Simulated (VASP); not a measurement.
Input of a VASP 6.6.1 run:

File INCAR:

```
SYSTEM = Ga
PREC = Accurate
ENCUT = 520
EDIFF = 1E-6
ISMEAR = -1
SIGMA = 0.05
LREAL = .False.
LASPH = .True.
NELM = 60
ALGO = Fast
ISIF = 2
LWAVE = .False.
LCHARG = .False.
GGA = PE
NBANDS = 12
```

The input KPOINTS:

```
Automatic mesh
0
Gamma
  10 10 10
  0 0 0
```

Contents of POSCAR:

```
Ga
1.0
    2.6806350000     -0.0263540000      0.0481410000
   -0.0263540000      2.7441620000      0.0268250000
    0.0481410000      0.0268250000      2.7264290000
Ga
1
Direct
   -0.0051250000      0.0104450000     -0.0005950000
```

Potentials or basis: VASP PAW PBE potentials, release 64 (Ga_d).

The run is started by

```bash
$ cat potpaw_PBE.64/Ga_d/POTCAR > POTCAR
$ mpirun -np 1 vasp_std > vasp.out
```

Task: Predict the pressure.

Result: 0.2 GPa.

Stress tensor (GPa, compression positive):
```
 1.72 -0.52  0.78
-0.52 -0.53  0.50
 0.78  0.50 -0.49
```

Caveat: the cell differs from its parent crystal (the cell strained at random).
